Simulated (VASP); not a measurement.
Set up this calculation in VASP 6.6.1, as the native input.

| Item | Value |
| --- | --- |
| Task | single point |
| Functional | PBE |
| Potentials or basis | VASP PAW PBE potentials, release 64 (Al) |
| Cutoff | 520 eV |
| k mesh | 18 × 18 × 6 |
| Occupations | gaussian, width 0.1 eV |
| Spin | no spin polarisation |
| Dipole correction | no |
| Further INCAR settings | ALGO = Fast; EDIFF = 1e-07; NBANDS = 14 |

The structure of Al lies in POSCAR:

```
Al
1.0
    2.4837234112     -1.4306682126      0.0472529311
    2.4837234112      1.4306682126      0.0472529311
   -1.8210282229      0.0000000000      9.2996496489
Al
4
Direct
    0.2077162356      0.2077162356      0.1237806697
    0.7922837644      0.7922837644      0.8762193303
    0.3758991548      0.3758991548      0.6263760358
    0.6241008452      0.6241008452      0.3736239642
```

One way to write it, as run:

INCAR

```
SYSTEM = Al
  PREC = Accurate
  ENCUT = 520
  EDIFF = 1E-7
  ISMEAR = 0
  SIGMA = 0.1
  LREAL = .FALSE.
  LASPH = .TRUE.
  NELM = 80
  ALGO = Fast
  ISIF = 2
  LWAVE = .FALSE.
  LCHARG = .TRUE.
  GGA = PE
  LELF = .TRUE.
  LVHAR = .TRUE.
  NBANDS = 14
```

KPOINTS

```
regular mesh
0
G
  18 18 6
  0 0 0
```

Potentials or basis: VASP PAW PBE potentials, release 64 (Al).

Run with:

```bash
$ cat potpaw_PBE.64/Al/POTCAR > POTCAR
$ mpirun -np 1 vasp_std > vasp.out
```

It gave:

- Pressure: 0.0 GPa
- Band gap on the k mesh: zero (bands 6 and 7 overlap by 5.99 eV)

It took 5.6 min on 1 thread of Intel(R) Xeon(R) Platinum 8259CL CPU @ 2.50GHz (Skylake/Cascade Lake), with other jobs on the host, peak memory 0.46 GiB.
